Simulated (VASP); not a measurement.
Os: relaxation of volume and atoms at fixed shape with PBEsol

The system is Os.

```
Os
1.0
     0.00000    1.94500    1.94500
     1.94500    0.00000    1.94500
     1.94500    1.94500    0.00000
Os
1
Direct
  0.00000 0.00000 0.00000
```

This isn't the form of Os at room conditions, which is hcp.

```yaml
Program: VASP 6.6.1
Task: relaxation of volume and atoms at fixed shape
Functional: PBEsol
Potentials_or_basis: VASP PAW PBE potentials, release 64 (Os)
Cutoff: 600 eV
k_mesh: 18 × 18 × 18
Occupations: gaussian, width 0.05 eV
Spin: no spin polarisation
Dipole_correction: no
Further_INCAR_settings: ALGO = Normal; EDIFF = 1e-07; IBRION = 2; EDIFFG = -0.02; NSW = 80; ISIF = 8
```

| Property | Result |
| --- | --- |
| Relaxed volume | 13.96 Å³/atom |
| Relaxed cell | a = 2.703 Å, b = 2.703 Å, c = 2.703 Å, α = 60.00°, β = 60.00°, γ = 60.00° |
| Space group after relaxing (to 0.1 Å) | Fm-3m (No. 225) |
| Pressure after relaxing | 0.0 GPa |
| Band gap on the k mesh | zero (bands 4 and 5 overlap by 3.87 eV) |

Final structure:
```xyz
1
Lattice="0.0000 1.9112 1.9112 1.9112 0.0000 1.9112 1.9112 1.9112 0.0000" Properties=species:S:1:pos:R:3 pbc="T T T"
Os    0.0000    0.0000    0.0000
```

Levels at points of the mesh, in eV from the Fermi level:
```tsv
k point	band 1	band 2	band 3	band 4	band 5	band 6	band 7	band 8
(0.00, 0.00, 0.00)	-10.85	-2.98	-2.98	-2.98	0.10	0.10	14.32	20.13
(0.50, 0.00, 0.00)	-7.71	-3.14	-3.14	-0.21	2.53	2.53	9.08	13.84
(0.50, 0.50, 0.00)	-7.61	-6.89	2.39	2.50	3.23	3.23	12.32	12.32
```

Wall time 40 s on 1 thread of Intel(R) Xeon(R) Platinum 8488C (Sapphire Rapids), on a shared host, peak memory 0.17 GiB.

Caveat: the PAW data sets were made with another functional, which shifts forces and pressure a little; spin-orbit coupling is left out, which moves the levels of the heavy elements.
